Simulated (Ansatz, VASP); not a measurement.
## Cu: VASP beside Ansatz

The input INCAR:

```
SYSTEM = Cu
  PREC = Accurate
  ENCUT = 520
  EDIFF = 1E-6
  ISMEAR = -1
  SIGMA = 0.1
  LREAL = .False.
  LASPH = .True.
  NELM = 100
  ALGO = Normal
  ISIF = 2
  LWAVE = .False.
  LCHARG = .False.
  GGA = RE
  NBANDS = 30
```

Contents of KPOINTS:

```
regular mesh
0
Gamma
  16 16 5
  0 0 0
```

POSCAR

```
Cu
1.0
    2.4817053985      0.0000000000      0.0000000000
   -1.2408526992      2.1492199198      0.0000000000
    0.0000000000      0.0000000000      8.1032313542
Cu
4
Direct
    0.0000000000      0.0000000000      0.0000000000
    0.0000000000      0.0000000000      0.5000000000
    0.3333333333      0.6666666667      0.2500000000
    0.6666666667      0.3333333333      0.7500000000
```

Input for Ansatz:

```yaml
crystal:
  lattice:
    - [2.4817053985, 0.0, 0.0]
    - [-1.2408526992, 2.1492199198, 0.0]
    - [0.0, 0.0, 8.1032313542]
  atoms:
    - { symbol: Cu, position: [0.0, 0.0, 0.0] }
    - { symbol: Cu, position: [0.0, 0.0, 0.5] }
    - { symbol: Cu, position: [0.3333333333, 0.6666666667, 0.25] }
    - { symbol: Cu, position: [0.6666666667, 0.3333333333, 0.75] }
hamiltonian:
  xc: revpbe
  pseudopotentials:
    kind: paw
    azcp:
      Cu: "pseudopotentials/Cu.paw.azcp"
basis:
  ecutwfc: 420
  fft_grid_basis: typed
kpoints:
  mp_grid: { grid: [16, 16, 5], shift: [0, 0, 0] }
magnetization:
  spin_polarized: false
scf:
  occupations: { method: fermi_dirac, width: 0.1 }
  lower_state_search: "off"
output:
  stress: true
  write_density: true
  write_potential: true
  elf: true
  volumetric_format: npy
```

Alike in both runs: task single point; functional revPBE; k mesh 16 × 16 × 5; occupations fermi-dirac, width 0.1 eV; no spin polarisation.

```csv
,VASP,Ansatz
version,VASP 6.6.1,Ansatz 0.2.0
potentials or method,"VASP PAW PBE potentials, release 64 (Cu), cutoff 520 eV","plane waves (420 eV) with PAW, scalar-relativistic"
valence electrons in the cell,44,76
```

```csv
,VASP,Ansatz,Ansatz less VASP
pressure (GPa),23.1,22.6,-0.58
"traceless stress, the component that is largest in VASP (GPa)",0.09,0.14,+0.043
```

VASP's potentials were made for PBE, not for revPBE. VASP's potentials hold 44 valence electrons a cell and Ansatz's 76, so a difference there can come from the potentials and not from the codes.
